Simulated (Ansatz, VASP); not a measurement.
**AsSe3: VASP beside Ansatz**

```xyz
4
Lattice="0.0000 3.4341 3.4341 3.4341 0.0000 3.4341 3.4341 3.4341 0.0000" Properties=species:S:1:pos:R:3 pbc="T T T"
As    3.4341    3.4341    3.4341
Se    1.7170    1.7170    1.7170
Se    0.0000    0.0000    0.0000
Se    5.1511    5.1511    5.1511
```

Change from the starting cell: species swapped into the AlNi3 type (Fm-3m, No. 225).

Alike in both runs: functional PBE; k mesh 5 × 5 × 5; occupations gaussian, width 0.2 eV; no spin polarisation.

Ansatz relaxed the structure, and its values are those at the end. VASP's run is a single point on that final structure, the one shown.

|  | VASP | Ansatz |
| --- | --- | --- |
| version | VASP 6.6.1 | Ansatz 0.2.0 |
| potentials or method | VASP PAW PBE potentials, release 64 (As, Se), cutoff 500 eV | scalar-relativistic, plane waves, PAW |
| valence electrons in the cell | 23 | 63 |

|  | VASP | Ansatz | Ansatz less VASP |
| --- | --- | --- | --- |
| gap on the k mesh at the Fermi level (eV) | none | none | - |
| pressure (GPa) | -0.7 | -0.7 | +0.01 |

A gap of «none» marks a metal or a gap that the smearing closes. The functional is the same, so the differences come from potentials, cutoffs and numerics. VASP's potentials hold 23 valence electrons a cell and Ansatz's 63, so a difference there can come from the potentials and not from the codes.
